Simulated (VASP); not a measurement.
## C: single point with PBEsol-based global hybrid with 25 % exact exchange

The system is C.

```xyz
2
Lattice="0.0000 1.8068 1.8068 1.8068 0.0000 1.8068 1.8068 1.8068 0.0000" Properties=species:S:1:pos:R:3 pbc="T T T"
C     2.7103    2.7103    2.7103
C     1.8068    1.8068    1.8068
```

```json
{
  "Program": "VASP 6.6.1",
  "Task": "single point",
  "Functional": "PBEsol-based global hybrid with 25 % exact exchange",
  "Potentials or basis": "VASP PAW PBE potentials, release 64 (C)",
  "Cutoff": "520 eV",
  "k mesh": "7 × 7 × 7",
  "Occupations": "fermi-dirac, width 0.05 eV",
  "Spin": "no spin polarisation"
}
```

```yaml
Pressure: -27.7 GPa
Band_gap_on_the_k_mesh: 5.99 eV (least direct gap 7.57 eV)
```

Levels at points of the mesh, in eV from the valence-band top:
```csv
k point,band 1,band 2,band 3,band 4,band 5,band 6,band 7,band 8,band 9
"(0.00, 0.00, 0.00)",-23.05,0.00,0.00,0.00,7.57,7.57,7.57,15.15,20.89
```

It took 6.1 min on 1 thread of AMD EPYC 7R13 Processor (Zen 3), with other jobs on the host, peak memory 0.09 GiB.

Caveat: the k points lie up to 0.43 Å⁻¹ apart; the PAW data sets were made with another functional, which shifts forces and pressure a little; an odd mesh through Γ misses points on the zone boundary, where band edges can lie.
